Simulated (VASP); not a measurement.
Write the native input for VASP 6.6.1 that does the following.

- Task: single point
- Functional: PBE
- Potentials or basis: VASP PAW PBE potentials, release 64 (Mg, I)
- Cutoff: 520 eV
- k mesh: 6 × 6 × 4
- Occupations: gaussian, width 0.05 eV
- Spin: no spin polarisation
- Dipole correction: no
- Further INCAR settings: ALGO = Normal; EDIFF = 1e-07; NBANDS = 15

The structure of MgI2 lies in POSCAR:

```
MgI2
1.0
    4.1387920735      0.0000000000      0.0000000000
   -2.0693960368      3.5842990767      0.0000000000
    0.0000000000      0.0000000000      7.6847014931
Mg I
1 2
Direct
    0.0000000000      0.0000000000      0.0000000000
    0.3333333333      0.6666666667      0.7666648737
    0.6666666667      0.3333333333      0.2333351263
```

These files were run (other wordings do the same):

INCAR

```
PREC = Accurate
ENCUT = 520
EDIFF = 1E-7
ISMEAR = 0
SIGMA = 0.05
LREAL = F
LASPH = T
NELM = 100
ALGO = Normal
ISIF = 2
LWAVE = F
LCHARG = F
GGA = PE
NBANDS = 15
```

KPOINTS

```
Automatic mesh
0
Gamma
  6 6 4
```

Potentials or basis: VASP PAW PBE potentials, release 64 (Mg, I).

Launch:

```bash
$ cat potpaw_PBE.64/Mg/POTCAR potpaw_PBE.64/I/POTCAR > POTCAR
$ mpirun -np 1 vasp_std > vasp.out
```

It gave:

```
Pressure               : -0.7 GPa
Largest force          : 0.460 eV/Å
Band gap on the k mesh : 3.30 eV, indirect (least direct gap 3.41 eV)
```

Caveat: spin-orbit coupling is left out, which moves the levels of the heavy elements; this functional lacks dispersion, which binds the layers, so the pressure and a relaxed spacing across them are unreliable.

Wall time 32 s on 1 thread of Intel(R) Xeon(R) Platinum 8375C CPU @ 2.90GHz (Ice Lake), on a shared host, peak memory 0.25 GiB.
